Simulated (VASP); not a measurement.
# W16S in VASP: single point with PBE

Aim: the single point of W16S with PBE.

Everything below comes from runs of VASP 6.6.1. Logs are shortened: lines on timing, memory, paths and dates and some standing lists are left out, and cuts for length are marked.

## Step 1: The cell of the first run

The cell holds a slab with vacuum, 17 atoms: a = 6.367 Å, b = 6.367 Å, c = 20.142 Å, α = 90.00°, β = 90.00°, γ = 90.00°.

## Step 2: Single point, PBE

INCAR

```
SYSTEM = W16S
PREC     = Accurate       ! precision mode
ENCUT    = 520            ! plane-wave cutoff, eV
EDIFF    = 1E-7           ! SCF threshold, eV
ISMEAR   = 0              ! smearing method
SIGMA    = 0.1            ! smearing width, eV
LREAL    = Auto         
LASPH    = .True.         ! aspherical terms in the spheres
NELM     = 100            ! most SCF steps
ALGO     = Normal         ! electronic algorithm
ISIF     = 2              ! what is computed and relaxed
LWAVE    = .False.        ! write WAVECAR
LCHARG   = .False.        ! write CHGCAR
LDIPOL   = .True.       
IDIPOL   = 3            
DIPOL    = 0.5 0.5 0.326
GGA      = PE             ! functional
NBANDS   = 129            ! bands
```

KPOINTS

```
Automatic mesh
0
Gamma
  4 4 1
  0 0 0
```

POSCAR

```
W16S
1.0
    6.3671172886      0.0000000000      0.0000000000
    0.0000000000      6.3671172886      0.0000000000
    0.0000000000      0.0000000000     20.1423120279
W S
16 1
Direct
    0.2500000000      0.2500000000      0.1985869345
    0.2500000000      0.7500000000      0.1985869345
    0.7500000000      0.2500000000      0.1985869345
    0.7500000000      0.7500000000      0.1985869345
    0.0000000000      0.0000000000      0.2776135786
    0.0000000000      0.5000000000      0.2776135786
    0.5000000000      0.0000000000      0.2776135786
    0.5000000000      0.5000000000      0.2776135786
    0.2500000000      0.2500000000      0.3599329425
    0.2500000000      0.7500000000      0.3599329425
    0.7500000000      0.2500000000      0.3599329425
    0.7500000000      0.7500000000      0.3599329425
    0.0000000000      0.0000000000      0.4290625632
    0.0000000000      0.5000000000      0.4290625632
    0.5000000000      0.0000000000      0.4290625632
    0.5000000000      0.5000000000      0.4290625632
    0.2500000000      0.2500000000      0.4857517245
```

Potentials or basis: VASP PAW PBE potentials, release 64 (W_sv, S).

Command:

```
$ cat potpaw_PBE.64/W_sv/POTCAR potpaw_PBE.64/S/POTCAR > POTCAR
$ mpirun -np 1 vasp_std > vasp.out
```

OUTCAR:

```text
SYSTEM = W16S
   PREC = Accurate
   ENCUT = 520
   EDIFF = 1E-7
   ISMEAR = 0
   LREAL = Auto
   LASPH = .True.
   NELM = 100
   ISIF = 2
   GGA = PE

 ion  position               nearest neighbor table
   1  0.250  0.250  0.199-   5 2.76   6 2.76   7 2.76   8 2.76   2 3.18   3 3.18   2 3.18   3 3.18
                             9 3.25
   2  0.250  0.750  0.199-   5 2.76   6 2.76   7 2.76   8 2.76   1 3.18   4 3.18   1 3.18   4 3.18
                            10 3.25
   3  0.750  0.250  0.199-   5 2.76   6 2.76   7 2.76   8 2.76   1 3.18   4 3.18   4 3.18   1 3.18
                            11 3.25
   4  0.750  0.750  0.199-   5 2.76   6 2.76   7 2.76   8 2.76   2 3.18   3 3.18   3 3.18   2 3.18
                            12 3.25
   5  0.000  0.000  0.278-   1 2.76   2 2.76   3 2.76   4 2.76   9 2.80  10 2.80  11 2.80  12 2.80
                            13 3.05   7 3.18   6 3.18   6 3.18   7 3.18
   6  0.000  0.500  0.278-   1 2.76   2 2.76   3 2.76   4 2.76   9 2.80  10 2.80  11 2.80  12 2.80
                            14 3.05   8 3.18   5 3.18   5 3.18   8 3.18
   7  0.500  0.000  0.278-   1 2.76   2 2.76   3 2.76   4 2.76   9 2.80  10 2.80  11 2.80  12 2.80
                            15 3.05   8 3.18   5 3.18   8 3.18   5 3.18
   8  0.500  0.500  0.278-   1 2.76   2 2.76   3 2.76   4 2.76   9 2.80  10 2.80  11 2.80  12 2.80
                            16 3.05   7 3.18   6 3.18   7 3.18   6 3.18
   9  0.250  0.250  0.360-  17 2.53  14 2.65  15 2.65  16 2.65  13 2.65   6 2.80   7 2.80   8 2.80
                             5 2.80  11 3.18  10 3.18  10 3.18  11 3.18   1 3.25
  10  0.250  0.750  0.360-  13 2.65  14 2.65  15 2.65  16 2.65   5 2.80   6 2.80   7 2.80   8 2.80
                             9 3.18  12 3.18   9 3.18  12 3.18   2 3.25
  11  0.750  0.250  0.360-  13 2.65  14 2.65  15 2.65  16 2.65   5 2.80   6 2.80   7 2.80   8 2.80
                             9 3.18  12 3.18  12 3.18   9 3.18   3 3.25
  12  0.750  0.750  0.360-  13 2.65  14 2.65  15 2.65  16 2.65   5 2.80   6 2.80   7 2.80   8 2.80
                            10 3.18  11 3.18  11 3.18  10 3.18   4 3.25
  13  0.000  0.000  0.429-  17 2.52  10 2.65  11 2.65  12 2.65   9 2.65   5 3.05  15 3.18  14 3.18
                            14 3.18  15 3.18
  14  0.000  0.500  0.429-  17 2.52  10 2.65  11 2.65  12 2.65   9 2.65   6 3.05  16 3.18  13 3.18
                            13 3.18  16 3.18
  15  0.500  0.000  0.429-  17 2.52  10 2.65  11 2.65  12 2.65   9 2.65   7 3.05  16 3.18  13 3.18
                            16 3.18  13 3.18
  16  0.500  0.500  0.429-  17 2.52  10 2.65  11 2.65  12 2.65   9 2.65   8 3.05  15 3.18  14 3.18
                            15 3.18  14 3.18
  17  0.250  0.250  0.486-  13 2.52  14 2.52  15 2.52  16 2.52   9 2.53

  LATTYP: Found a simple tetragonal cell.
 ALAT       =     6.3671172886
 C/A-ratio  =     3.1634900246

  Lattice vectors:

 A1 = (   6.3671172886,   0.0000000000,   0.0000000000)
 A2 = (   0.0000000000,   6.3671172886,   0.0000000000)
 A3 = (   0.0000000000,   0.0000000000,  20.1423120279)

Analysis of symmetry for initial positions (statically):
=====================================================================
 Subroutine PRICEL returns:
 Original cell was already a primitive cell.

 Routine SETGRP: Setting up the symmetry group for a
 simple tetragonal supercell.

 Subroutine GETGRP returns: Found  8 space group operations
 (whereof  2 operations were pure point group operations)
 out of a pool of 16 trial point group operations.

The static configuration has the point symmetry C_1h.
 The point group associated with its full space group is C_4v.

Analysis of symmetry for dynamics (positions and initial velocities):
=====================================================================
 Subroutine PRICEL returns:
 Original cell was already a primitive cell.

 Routine SETGRP: Setting up the symmetry group for a
 simple tetragonal supercell.

 Subroutine GETGRP returns: Found  8 space group operations
 (whereof  2 operations were pure point group operations)
 out of a pool of 16 trial point group operations.

The dynamic configuration has the point symmetry C_1h.
 The point group associated with its full space group is C_4v.

 Subroutine INISYM returns: Found  8 space group operations
 (whereof  2 operations are pure point group operations),
 and found     1 'primitive' translations

----------------------------------------------------------------------------------------

                                     Primitive cell

  volume of cell :     816.5730

  direct lattice vectors                    reciprocal lattice vectors
     6.367117289  0.000000000  0.000000000     0.157056947  0.000000000  0.000000000
[... 60 lines left out ...]
  Length of vectors
     0.039264237  0.039264237  0.049646734

  Shift w.r.t. Gamma in fractional coordinates (k-lattice)
     0.000000000  0.000000000  0.000000000

 Subroutine IBZKPT returns following result:
 ===========================================

 Found      6 irreducible k-points:

 Following reciprocal coordinates:
            Coordinates               Weight
  0.000000  0.000000  0.000000      1.000000
  0.250000  0.000000  0.000000      4.000000
  0.500000  0.000000  0.000000      2.000000
  0.250000  0.250000  0.000000      4.000000
  0.500000  0.250000  0.000000      4.000000
  0.500000  0.500000  0.000000      1.000000
   k-points           NKPTS =      6   k-points in BZ     NKDIM =      6   number of bands    NBANDS=    129
   number of dos      NEDOS =    301   number of ions     NIONS =     17
   total plane-waves  NPLWV = 345600
   dimension x,y,z NGX =    48 NGY =   48 NGZ =  150
   dimension x,y,z NGXF=    96 NGYF=   96 NGZF=  300
   ions per type =              16   1
   NGX,Y,Z   is equivalent  to a cutoff of  12.53, 12.53, 12.38 a.u.
   NGXF,Y,Z  is equivalent  to a cutoff of  25.07, 25.07, 24.76 a.u.
 SYSTEM =  W16S
   PREC   = accura    normal or accurate (medium, high low for compatibility)
   ISTART =      0    job   : 0-new  1-cont  2-samecut
   ICHARG =      2    charge: 1-file 2-atom 10-const
   ISPIN  =      1    spin polarized calculation?
   LNONCOLLINEAR =      F non collinear calculations
   LSORBIT =      F    spin-orbit coupling
   LASPH  =      T    aspherical Exc in radial PAW
   ENCUT  =  520.0 eV  38.22 Ry    6.18 a.u.  11.84 11.84 37.45*2*pi/ulx,y,z
   NELM   =    100;   NELMIN=  2; NELMDL= -5     # of ELM steps
   EDIFF  = 0.1E-06   stopping-criterion for ELM
   LREAL  =      T    real-space projection
   EDIFFG = 0.1E-05   stopping-criterion for IOM
   NSW    =      0    number of steps for IOM
   IBRION =     -1    ionic relax: 0-MD 1-quasi-New 2-CG
   NFREE  =      0    steps in history (QN), initial steepest desc. (CG)
   ISIF   =      2    stress and relaxation
   ISYM   =      2    0-nonsym 1-usesym 2-fastsym
   POTIM  = 0.5000    time-step for ionic-motion
   TEBEG  =    0.0;   TEEND  =   0.0 temperature during run
   PSTRESS=    0.0 pullay stress
   NELECT =     230.0000    total number of electrons
   NUPDOWN=      -1.0000    fix difference up-down
   EMIN   =  10.00;   EMAX   =-10.00  energy-range for DOS
   EFERMI =   0.00;   METHOD = LEGACY
   ISMEAR =     0;   SIGMA  =   0.10  broadening in eV -4-tet -1-fermi 0-gaus
   EFERMI_NEDOS =   21; number of points for ismear=-14 and -15
   IALGO  =     38    algorithm
   IMIX   =      4    mixing-type and parameters
     AMIX     =   0.40;   BMIX     =  1.00
     AMIX_MAG =   1.60;   BMIX_MAG =  1.00
  volume/ion in A,a.u.               =      48.03       324.15
  Fermi-wavevector in a.u.,A,eV,Ry     =   1.073130  2.027922 15.668585  1.151609
  Thomas-Fermi vector in A             =   2.208921
   LORBIT       =      0    0 simple, 1 ext, 2 COOP (PROOUT), +10 PAW based schemes
   GGA     = PE    functional components
   LHFCALC =     F    Hartree Fock is set to
   AEXX    =    0.0000 exact exchange contribution
   IVDW    =     0    specifies the selected vdW correction
   LEPSILON=     F    determine dielectric tensor
   LRPA    =     F    only Hartree local field effects (RPA)
 non-spin polarized calculation
 Gauss-broadening in eV      SIGMA  =   0.10
  energy-cutoff  :      520.00
  volume of cell :      816.57
 maximum number of plane-waves:     22040
 NGX is ok and might be reduce to    48
   NGX = 23   NGY = 23   NGZ = 75

 dipolmoment           0.000000      0.000000      0.021972 electrons x Angstroem

 number of electron     229.9999968 magnetization

 dipolmoment           0.000000      0.000000     -0.057484 electrons x Angstroem

 Free energy of the ion-electron system (eV)
  ---------------------------------------------------
  ext. energy  EPLUGINS =         0.00000000
  ---------------------------------------------------
  free energy    TOTEN  =      -194.11717539 eV

  energy without entropy =     -194.04671416  energy(sigma->0) =     -194.08194477

 E-fermi :   1.0397     XC(G=0):  -5.5733

 val. band max:        1.0299275510   @ k =   0.5000   0.5000   0.0000
 cond. band min:       1.0850910125   @ k =   0.2500   0.0000   0.0000
 fundamental gap:      0.0551634615
 Fermi energy:         1.0396823955

 k-point     1 :       0.0000    0.0000    0.0000
  band No.  band energies     occupation
      1     -72.9315      2.00000
      2     -72.8442      2.00000
      3     -72.8017      2.00000
      4     -72.7847      2.00000
      5     -72.7833      2.00000
      6     -72.7833      2.00000
[... 769 lines left out ...]
    126       2.3592      0.00000
    127       2.4899      0.00000
 [bands above 127 left out]

------------------------ aborting loop because EDIFF is reached ----------------------------------------

 vacuum level on the upper side and lower side of the slab       (xc-potential included)        -0.190         0.018

  FORCE on cell =-STRESS in cart. coord.  units (eV):
  Direction    XX          YY          ZZ          XY          YZ          ZX
  --------------------------------------------------------------------------------------
  -------------------------------------------------------------------------------------
  Total      -21.0187113    -21.0187113     -9.9887817      0.0000000      0.0000000      0.0000000
  in kB      -41.2402841    -41.2402841    -19.5987369      0.0000000      0.0000000      0.0000000
  external PRESSURE =     -34.0264350 kB  Pullay stress =       0.0000000 kB

 VOLUME and BASIS-vectors are now :
 -----------------------------------------------------------------------------
  energy-cutoff  :      520.00
  volume of cell :      816.57
      direct lattice vectors                 reciprocal lattice vectors
     6.367117289  0.000000000  0.000000000     0.157056947  0.000000000  0.000000000
     0.000000000  6.367117289  0.000000000     0.000000000  0.157056947  0.000000000
     0.000000000  0.000000000 20.142312028     0.000000000  0.000000000  0.049646734

 POSITION                                       TOTAL-FORCE (eV/Angst)
 -----------------------------------------------------------------------------------
      1.59178      1.59178      4.00000         0.000000      0.000000      2.230992
      1.59178      4.77534      4.00000         0.000000      0.000000      2.128855
      4.77534      1.59178      4.00000         0.000000      0.000000      2.128855
      4.77534      4.77534      4.00000         0.000000     -0.000000      2.061298
      0.00000      0.00000      5.59178        -0.105313     -0.105313     -2.118496
      0.00000      3.18356      5.59178        -0.105313      0.105313     -2.118496
[... 9 lines left out ...]
      3.18356      3.18356      8.64231         0.070728      0.070728      0.692943
      1.59178      1.59178      9.78416         0.000000      0.000000      0.042038
 -----------------------------------------------------------------------------------
    total drift:                                0.000000      0.000000      0.007876

  FREE ENERGIE OF THE ION-ELECTRON SYSTEM (eV)
  ---------------------------------------------------
  free  energy   TOTEN  =      -194.1171753858 eV

  energy  without entropy=     -194.0467141628  energy(sigma->0) =     -194.08194477

 vacuum level on the upper side and lower side of the slab         4.857         5.082
```

It took 31 min on 1 thread of Intel Xeon Platinum 8259CL at 2.50GHz (Skylake/Cascade Lake), shared host; peak memory 0.91 GiB.

What came out:

```yaml
Free_energy: -194.1172 eV
Largest_force: 2.231 eV/Å
Band_gap_on_the_k_mesh: zero (bands 115 and 116 overlap by 0.37 eV)
```

Forces on the atoms (eV/Å):
```
W    0.000  0.000  2.231
W    0.000  0.000  2.129
W    0.000  0.000  2.129
W    0.000  0.000  2.061
W   -0.105 -0.105 -2.118
W   -0.105  0.105 -2.118
W    0.105 -0.105 -2.118
W    0.105  0.105 -2.118
W    0.000  0.000 -1.325
W    0.000  0.000 -0.343
W    0.000  0.000 -0.343
W    0.000  0.000 -0.880
W   -0.071 -0.071  0.693
W   -0.071  0.071  0.693
W    0.071 -0.071  0.693
W    0.071  0.071  0.693
S    0.000  0.000  0.042
```

Caveat: spin-orbit coupling is left out, which moves the levels of the heavy elements.
